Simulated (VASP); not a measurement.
Write the native input for VASP 6.6.1 that does the following.

- Task: single point
- Functional: BLYP
- Potentials or basis: VASP PAW PBE potentials, release 64 (Au)
- Cutoff: 520 eV
- k mesh: 10 × 10 × 10
- Occupations: fermi-dirac, width 0.1 eV
- Spin: no spin polarisation
- Dipole correction: no
- Further INCAR settings: ALGO = Normal; EDIFF = 1e-06; NBANDS = 18

The structure of Au lies in POSCAR:

```
Au
1.0
    0.0000000000      3.1114382149      3.1114382149
    3.1114382149      0.0000000000      3.1114382149
    3.1114382149      3.1114382149      0.0000000000
Au
2
Direct
    0.1250000000      0.1250000000      0.1250000000
    0.8750000000      0.8750000000      0.8750000000
```

This isn't the form of Au at room conditions, which is fcc.

One way to write it, as run:

INCAR

```
SYSTEM = Au
PREC     = Accurate       ! precision mode
ENCUT    = 520            ! plane-wave cutoff, eV
EDIFF    = 1E-6           ! SCF threshold, eV
ISMEAR   = -1             ! smearing method
SIGMA    = 0.1            ! smearing width, eV
LREAL    = .FALSE.        ! projectors in reciprocal space
LASPH    = .TRUE.         ! aspherical terms in the spheres
NELM     = 80             ! most SCF steps
ALGO     = Normal         ! electronic algorithm
ISIF     = 2              ! what is computed and relaxed
LWAVE    = .FALSE.        ! write WAVECAR
LCHARG   = .TRUE.         ! write CHGCAR
GGA      = B5             ! functional
ALDAX    = 1.0          
AGGAX    = 1.0          
AGGAC    = 1.0          
ALDAC    = 0.0          
LELF     = .TRUE.         ! ELF
LVHAR    = .TRUE.       
NBANDS   = 18             ! bands
```

KPOINTS

```
regular mesh
0
G
  10 10 10
  0 0 0
```

Potentials or basis: VASP PAW PBE potentials, release 64 (Au).

Command:

```console
$ cat potpaw_PBE.64/Au/POTCAR > POTCAR
$ mpirun -np 1 vasp_std > vasp.out
```

Results of the run:

The pressure is 2.2 GPa and the band gap on the k mesh is zero (bands 11 and 12 overlap by 0.65 eV).

Caveat: the PAW data sets were made with another functional, which shifts forces and pressure a little; spin-orbit coupling is left out, which moves the levels of the heavy elements.

Run time: 2.7 min on 1 thread of Intel Xeon 8259CL, on a shared host, peak memory 0.22 GiB.
